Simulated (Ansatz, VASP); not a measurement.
## AgB2 in VASP and in Ansatz

The input INCAR:

```
PREC     = Accurate       # precision mode
ENCUT    = 520            # plane-wave cutoff, eV
EDIFF    = 1E-8           # SCF threshold, eV
ISMEAR   = -1             # smearing method
SIGMA    = 0.05           # smearing width, eV
LREAL    = F              # projectors in reciprocal space
LASPH    = T              # aspherical terms in the spheres
NELM     = 100            # most SCF steps
ALGO     = Normal         # electronic algorithm
ISIF     = 2              # what is computed and relaxed
LWAVE    = F              # write WAVECAR
LCHARG   = F              # write CHGCAR
GGA      = PS             # functional
LEFG     = T            
NBANDS   = 16             # bands
```

KPOINTS

```
Automatic mesh
0
Gamma
  16 16 13
```

File POSCAR:

```
AgB2
1.0
    3.0000016405     -0.0300000164     -0.0300000164
   -1.5259815966      2.6130776403     -0.0109807681
   -0.0324000000     -0.0324000000      3.2400000000
Ag B
1 2
Direct
    0.0000000000      0.0000000000      0.0000000000
    0.3333333333      0.6666666667      0.5000000000
    0.6666666667      0.3333333333      0.5000000000
```

Input for Ansatz:

```yaml
crystal:
  lattice:
    - [3.0000016405, -0.0300000164, -0.0300000164]
    - [-1.5259815966, 2.6130776403, -0.0109807681]
    - [-0.0324, -0.0324, 3.24]
  atoms:
    - { symbol: Ag, position: [0.0, 0.0, 0.0] }
    - { symbol: B, position: [0.3333333333, 0.6666666667, 0.5] }
    - { symbol: B, position: [0.6666666667, 0.3333333333, 0.5] }
kpoints:
  mp_grid: { grid: [16, 16, 13] }
scf:
  occupations: { method: fermi_dirac, width: 0.05 }
hamiltonian:
  xc: pbesol
  pseudopotentials: { kind: all_electron, datasets: crystal }
output:
  forces: true
  stress: true
  eigenvalues: true
  efg: { contact_densities: true }
```

Change from the starting cell: equal xy, yz and zx shear strains of -2 %, crystal datasets.

Alike in both runs: task electric field gradients; functional PBEsol; k mesh 16 × 16 × 13; occupations fermi-dirac, width 0.05 eV; no spin polarisation.

|  | VASP | Ansatz |
| --- | --- | --- |
| version | VASP 6.6.1 | Ansatz 0.2.0 |
| potentials or method | VASP PAW PBE potentials, release 64 (Ag, B), cutoff 520 eV | all-electron PAW with datasets made for the crystal, scalar-relativistic |

Ansatz gave:

| Property | Result |
| --- | --- |
| pressure (GPa) | 47.0 |
| traceless stress, the component that is largest in VASP (GPa) | 20.72 |
| rms of the force components (eV/Å) | 0.055 |
| size of Vzz on the site where it differs most (V/Å²) | 26.6 |

Question: Which values does VASP return?

Answer: Pressure (GPa): 47.1; traceless stress, the component that is largest in VASP (GPa): 20.56; rms of the force components (eV/Å): 0.058; size of Vzz on the site where it differs most (V/Å²): 29.8.

VASP's potentials were made for PBE, not for PBEsol. Atom by atom the forces differ by 0.003 eV/Å (rms over components). Both programs put the cell under a high pressure, so it lies far from rest at this level. Ansatz ran all-electron here, and VASP with PAW potentials.
